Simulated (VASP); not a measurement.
A run of VASP 6.6.1 is set up as follows.

The input INCAR:

```
PREC     = Accurate       # precision mode
ENCUT    = 500            # plane-wave cutoff, eV
EDIFF    = 1E-7           # SCF threshold, eV
ISMEAR   = 0              # smearing method
SIGMA    = 0.1            # smearing width, eV
LREAL    = False          # projectors in reciprocal space
LASPH    = True           # aspherical terms in the spheres
NELM     = 120            # most SCF steps
ALGO     = Normal         # electronic algorithm
ISIF     = 4              # what is computed and relaxed
LWAVE    = False          # write WAVECAR
LCHARG   = False          # write CHGCAR
GGA      = PE             # functional
IBRION   = 2              # ionic algorithm
NSW      = 50             # ionic steps
EDIFFG   = -0.01          # ionic threshold
GGA_COMPAT= False        
NELMIN   = 4
```

The input KPOINTS:

```
regular mesh
0
Gamma
  24 24 24
```

Contents of POSCAR:

```
W
1.0
    0.0000000000      2.3240106421      2.3238215270
    1.6432221194      0.0000000000      2.3238215270
    1.6432221194      2.3240106421      0.0000000000
W
1
Direct
    0.0000000000      0.0000000000      0.0000000000
```

Potentials or basis: VASP PAW PBE potentials, release 64 (W_sv).

Run with:

```sh
$ cat potpaw_PBE.64/W_sv/POTCAR > POTCAR
$ mpirun -np 1 vasp_std > vasp.out
```

(1) Estimate the band gap on the k mesh.

## Answers

(1) zero (bands 7 and 8 overlap by 5.45 eV).

Caveat: spin-orbit coupling is left out, which moves the levels of the heavy elements.
